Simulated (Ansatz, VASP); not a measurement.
AlV2C in VASP and in Ansatz

```
CELL_PARAMETERS angstrom
2.88349 0.00000 0.00000
-1.44175 2.49718 0.00000
0.00000 0.00000 13.11467
ATOMIC_POSITIONS crystal
Al 0.33333 0.66667 0.25000
Al 0.66667 0.33333 0.75000
V 0.33333 0.66667 0.58594
V 0.66667 0.33333 0.41406
V 0.66667 0.33333 0.08594
V 0.33333 0.66667 0.91406
C 0.00000 0.00000 0.00000
C 0.00000 0.00000 0.50000
```

Alike in both runs: functional r2SCAN; k mesh 12 × 12 × 4; occupations gaussian, width 0.1 eV; no spin polarisation.

Ansatz relaxed the structure, and its values are those at the end. VASP's run is a single point on that final structure, the one shown.

|  | VASP | Ansatz |
| --- | --- | --- |
| version | VASP 6.6.1 | Ansatz 0.2.0 |
| potentials or method | VASP PAW PBE potentials, release 64 (Al, V_sv, C), cutoff 520 eV | scalar-relativistic, plane waves, PAW |
| valence electrons in the cell | 66 | 66 |

```tsv
	VASP	Ansatz	Ansatz less VASP
gap on the k mesh at the Fermi level (eV)	none	none	-
pressure (GPa)	0.5	0.0	-0.50
rms of the force components (eV/Å)	0.040	0.000	-0.0397
```

VASP's potentials were made for PBE, not for r2SCAN. A gap of «none» marks a metal or a gap that the smearing closes.
